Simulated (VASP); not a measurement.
# GaP: relaxation of cell and atoms with PBE

Crystal: GaP.

```
Ga P
1.0
     3.58880    0.00000    0.00000
    -1.79440    3.10799    0.00000
     0.00000    0.00000    6.20871
Ga P
2 2
Direct
  0.00000 0.00000 0.00000
  0.00000 0.00000 0.50000
  0.33333 0.66667 0.25000
  0.66667 0.33333 0.75000
```

```yaml
Program: VASP 6.6.1
Task: relaxation of cell and atoms
Functional: PBE
Potentials_or_basis: VASP PAW PBE potentials, release 64 (Ga_d, P)
Cutoff: 500 eV
k_mesh: 15 × 15 × 8
Occupations: gaussian, width 0.1 eV
Spin: no spin polarisation
Dipole_correction: no
Further_INCAR_settings: ALGO = Normal; EDIFF = 1e-07; IBRION = 2; EDIFFG = -0.01; NSW = 100; ISIF = 3
```

* Relaxed volume: 17.36 Å³/atom
* Relaxed cell: a = 3.619 Å, b = 3.619 Å, c = 6.121 Å, α = 90.00°, β = 90.00°, γ = 120.00°
* Space group after relaxing (to 0.05 Å): P6_3/mmc (No. 194)
* Energy gained by relaxing: 1.7 meV/atom
* Ionic steps: 6
* Pressure after relaxing: 0.0 GPa
* Band gap on the k mesh: zero (band 18 reaches 6.90 eV, above the bottom of band 19 at 3.26 eV)

Step by step:
| step | energy change (eV) | largest force (eV/Å) | pressure (GPa) | volume (Å³) |
| --- | --- | --- | --- | --- |
| 1 | 0.0000 | 0.0000 | 0.14 | 69.25 |
| 2 | -0.0046 | 0.0000 | -0.02 | 69.40 |
| 3 | -0.0066 | 0.0000 | -0.16 | 69.58 |
| 4 | -0.0066 | 0.0000 | -0.15 | 69.56 |
| 5 | -0.0066 | 0.0000 | 0.12 | 69.36 |
| 6 | -0.0066 | 0.0000 | 0.01 | 69.44 |

Final structure:
```
Ga P
1.0
     3.61947    0.00000    0.00000
    -1.80974    3.13456    0.00000
     0.00000    0.00000    6.12058
Ga P
2 2
Direct
  0.00000 0.00000 0.00000
  0.00000 0.00000 0.50000
  0.33333 0.66667 0.25000
  0.66667 0.33333 0.75000
```

Levels at points of the mesh, in eV from the Fermi level:
```tsv
k point	band 16	band 17	band 18	band 19	band 20	band 21
(0.00, 0.00, 0.00)	-0.18	0.31	0.31	0.84	3.09	5.04
(0.00, 0.00, 0.50)	0.13	0.13	0.13	2.85	2.85	4.64
```

Wall time 11 min on 1 thread of AMD EPYC 9R45 (Zen 5), with other jobs on the host, peak memory 0.29 GiB.
